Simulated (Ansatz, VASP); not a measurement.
## NaF in VASP and in Ansatz

INCAR

```
SYSTEM = NaF
  ALGO = Normal
  EDIFF = 1E-6
  ENCUT = 520
  GGA = PE
  ISIF = 2
  ISMEAR = -1
  LASPH = .TRUE.
  LCHARG = .FALSE.
  LREAL = .FALSE.
  LWAVE = .FALSE.
  NBANDS = 14
  NELM = 60
  PREC = Accurate
  SIGMA = 0.02
```

KPOINTS

```
k-points
0
G
  8 8 8
  0 0 0
```

File POSCAR:

```
NaF
1.0
    0.0000000000      2.4553235110      2.6561067367
    2.4553235110      0.0000000000      2.6561067367
    2.4553235110      2.4553235110      0.0000000000
Na F
1 1
Direct
    0.0000000000      0.0000000000      0.0000000000
    0.2500000000      0.2500000000      0.2500000000
```

Input for Ansatz:

```yaml
crystal:
  lattice:
    - [0.0, 2.455323511, 2.6561067367]
    - [2.455323511, 0.0, 2.6561067367]
    - [2.455323511, 2.455323511, 0.0]
  atoms:
    - { symbol: Na, position: [0.0, 0.0, 0.0] }
    - { symbol: F, position: [0.25, 0.25, 0.25] }
kpoints:
  mp_grid: { grid: [8, 8, 8] }
  band_path:
    path:
      - [0.0, 0.0, 0.0]
      - [-0.5, -0.5, 0.0]
      - [-0.375, -0.375, 0.25]
      - [-0.375, 0.0, 0.375]
      - [0.0, 0.0, 0.5]
      - [-0.5, -0.25, 0.25]
      - [0.15625, 0.15625, 0.333333]
    npoints: 1
hamiltonian:
  xc: pbe
scf:
  occupations: { method: fermi_dirac, width: 0.02 }
  n_extra_bands: 4
output:
  forces: true
  stress: true
  eigenvalues: true
```

Change from the starting cell: epitaxial_xy strain -3.0%.

Alike in both runs: task single point; functional PBE; k mesh 8 × 8 × 8; occupations fermi-dirac, width 0.02 eV; no spin polarisation.

|  | VASP | Ansatz |
| --- | --- | --- |
| version | VASP 6.6.1 | Ansatz 0.2.0 |
| potentials or method | VASP PAW PBE potentials, release 64 (Na_pv, F) | plane waves, PAW |
| plane-wave cutoff (eV) | 520 | 420 |
| valence electrons in the cell | 14 | 16 |

|  | VASP | Ansatz | Ansatz less VASP |
| --- | --- | --- | --- |
| gap on the k mesh at the Fermi level (eV) | 5.61 | 5.62 | +0.016 |
| pressure (GPa) | 2.3 | 2.4 | +0.01 |
| traceless stress, the component that is largest in VASP (GPa) | -0.24 | -0.26 | -0.020 |

VASP's potentials hold 14 valence electrons a cell and Ansatz's 16, so a difference there can come from the potentials and not from the codes.
